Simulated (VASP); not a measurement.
Input of a VASP 6.6.1 run:

File POSCAR:

```
C
1.0
    0.0000000000      1.7833700000      1.7833700000
    1.7833700000      0.0000000000      1.7833700000
    1.7833700000      1.7833700000      0.0000000000
C
2
Direct
    0.7500000000      0.7500000000      0.7500000000
    0.5000000000      0.5000000000      0.5000000000
```

INCAR.step1

```
ALGO = Normal ; EDIFF = 1E-5
ENCUT = 520 ; GGA = PE
ISIF = 2 ; ISMEAR = -1
LASPH = T ; LCHARG = F
LREAL = F ; LWAVE = T
NBANDS = 11 ; NELM = 100
PREC = Accurate ; SIGMA = 0.05
```

The input INCAR.step2:

```
AEXX = 0.25 ; ALGO = Normal
EDIFF = 1E-6 ; ENCUT = 520
ISIF = 2 ; ISMEAR = -1
ISTART = 1 ; LASPH = T
LCHARG = F ; LHFCALC = T
LMIXTAU = T ; LREAL = F
LWAVE = F ; METAGGA = R2SCAN
NBANDS = 11 ; NELM = 100
PREC = Accurate ; PRECFOCK = Normal
SIGMA = 0.05
```

The input KPOINTS:

```
k-points
0
Gamma
  7 7 7
```

Potentials or basis: VASP PAW PBE potentials, release 64 (C).

Command:

```console
$ cat potpaw_PBE.64/C/POTCAR > POTCAR
$ cp INCAR.step1 INCAR
$ mpirun -np 1 vasp_std > vasp.out
$ cp INCAR.step2 INCAR
$ mpirun -np 1 vasp_std > vasp.out
```

Question: Predict the pressure.

Answer: -9.4 GPa.

Question: What does it give for the band gap on the k mesh?

Answer: 6.27 eV (least direct gap 7.82 eV).

Caveat: the k points lie up to 0.44 Å⁻¹ apart; the PAW data sets were made with another functional, which shifts forces and pressure a little; an odd mesh through Γ misses points on the zone boundary, where band edges can lie.
